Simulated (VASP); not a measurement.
Wanted: the native input for a VASP 6.6.1 run.

- Task: single point
- Functional: PBE
- Potentials or basis: VASP PAW PBE potentials, release 64 (Co, Sn_d)
- Cutoff: 520 eV
- k mesh: 9 × 9 × 8
- Occupations: gaussian, width 0.1 eV
- Spin: no spin polarisation
- Dipole correction: no
- Further INCAR settings: ALGO = Fast; EDIFF = 1e-06; NBANDS = 44

The structure of CoSn lies in POSCAR:

```
CoSn
1.0
    5.0756571017      0.0000000000      0.0000000000
   -2.5378285509      4.3956479910      0.0000000000
    0.0000000000      0.0000000000      4.0537749292
Co Sn
3 3
Direct
    0.0000000000      0.5000000000      0.0000000000
    0.5000000000      0.5000000000      0.0000000000
    0.5000000000      0.0000000000      0.0000000000
    0.6666666667      0.3333333333      0.5000000000
    0.3333333333      0.6666666667      0.5000000000
    0.0000000000      0.0000000000      0.0000000000
```

The input as run:

INCAR

```
PREC     = Accurate       # precision mode
ENCUT    = 520            # plane-wave cutoff, eV
EDIFF    = 1E-6           # SCF threshold, eV
ISMEAR   = 0              # smearing method
SIGMA    = 0.1            # smearing width, eV
LREAL    = False          # projectors in reciprocal space
LASPH    = True           # aspherical terms in the spheres
NELM     = 100            # most SCF steps
ALGO     = Fast           # electronic algorithm
ISIF     = 2              # what is computed and relaxed
LWAVE    = False          # write WAVECAR
LCHARG   = False          # write CHGCAR
GGA      = PE             # functional
NBANDS   = 44             # bands
```

KPOINTS

```
regular mesh
0
Gamma
  9 9 8
```

Potentials or basis: VASP PAW PBE potentials, release 64 (Co, Sn_d).

The run is started by

```sh
$ cat potpaw_PBE.64/Co/POTCAR potpaw_PBE.64/Sn_d/POTCAR > POTCAR
$ mpirun -np 1 vasp_std > vasp.out
```

It gave:

```
Pressure               : 22.1 GPa
Band gap on the k mesh : zero (an odd number of electrons rules out a gap without spin polarisation)
```

Caveat: the cell stands under pressure; spin-orbit coupling is left out, which moves the levels of the heavy elements; the run has no spin polarisation, though such a crystal can be magnetic.

Wall time 2.5 min on 1 thread of Intel(R) Xeon(R) 6975P-C (Granite Rapids), with other jobs on the host, peak memory 0.33 GiB.
